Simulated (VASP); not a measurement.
Here is a VASP 6.6.1 calculation.

Contents of INCAR:

```
ALGO     = Normal         # electronic algorithm
EDIFF    = 1E-8           # SCF threshold, eV
ENCUT    = 500            # plane-wave cutoff, eV
GGA_COMPAT= False        
IBRION   = 8              # ionic algorithm
ISIF     = 2              # what is computed and relaxed
ISMEAR   = -1             # smearing method
LASPH    = True           # aspherical terms in the spheres
LCHARG   = True           # write CHGCAR
LREAL    = False          # projectors in reciprocal space
LWAVE    = False          # write WAVECAR
NELM     = 120            # most SCF steps
NSW      = 1              # ionic steps
PREC     = Accurate       # precision mode
SIGMA    = 0.15           # smearing width, eV
```

File KPOINTS:

```
k-points
0
Gamma
  12 12 12
```

POSCAR

```
TlBr
1.0
    3.4855660159      0.0000000000      0.0000000000
    0.0000000000      3.4855660159      0.0000000000
    0.0000000000      0.0000000000      3.4855660159
Tl Br
1 1
Direct
    0.0000000000      0.0000000000      0.0000000000
    0.5000000000      0.5000000000      0.5000000000
```

Potentials or basis: VASP PAW LDA potentials, release 64 (Tl_d, Br).

The run is started by

```console
$ cat potpaw_LDA.64/Tl_d/POTCAR potpaw_LDA.64/Br/POTCAR > POTCAR
$ mpirun -np 1 vasp_std > vasp.out
```

Task: Predict the highest phonon frequency at Γ, LO-TO splitting left out.

Result: 125 cm⁻¹.

Phonon frequencies in cm⁻¹ (negative: imaginary):
```
              q point        frequencies
(0.000, 0.000, 0.000)  0 0 0 125 125 125
```

Caveat: the cell stands under pressure or tension, which shifts response properties.
